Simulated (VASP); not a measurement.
A run of VASP 6.6.1 is set up as follows.

The input POSCAR:

```
Lu
1.0
    0.0000000000      2.3961050523      2.3961050523
    2.3961050523      0.0000000000      2.3961050523
    2.3961050523      2.3961050523      0.0000000000
Lu
1
Direct
    0.0000000000      0.0000000000      0.0000000000
```

The input INCAR.step1:

```
PREC = Accurate ; ENCUT = 520
ISMEAR = -1 ; SIGMA = 0.1
LREAL = False ; LASPH = True
NELM = 100 ; NBANDS = 18
GGA = PE ; ALGO = Normal
EDIFF = 1E-4 ; LWAVE = True
LCHARG = False
```

Contents of INCAR.step2:

```
PREC = Accurate ; ENCUT = 520
EDIFF = 1E-7 ; ISMEAR = -1
SIGMA = 0.1 ; LREAL = False
LASPH = True ; NELM = 100
ALGO = Normal ; ISIF = 2
LWAVE = False ; LCHARG = False
METAGGA = R2SCAN ; LMIXTAU = True
NBANDS = 18 ; ISTART = 1
```

The input KPOINTS:

```
regular mesh
0
Gamma
  12 12 12
```

Potentials or basis: VASP PAW PBE potentials, release 64 (Lu).

The run is started by

```bash
$ cat potpaw_PBE.64/Lu/POTCAR > POTCAR
$ cp INCAR.step1 INCAR
$ mpirun -np 1 vasp_std > vasp.out
$ cp INCAR.step2 INCAR
$ mpirun -np 1 vasp_std > vasp.out
```

Problem. Estimate the pressure.

Solution. 3.0 GPa.

Problem. Estimate the band gap on the k mesh.

Solution. Zero (an odd number of electrons rules out a gap without spin polarisation).

Caveat: the cell stands under pressure; the PAW data sets were made with another functional, which shifts forces and pressure a little; spin-orbit coupling is left out, which moves the levels of the heavy elements.
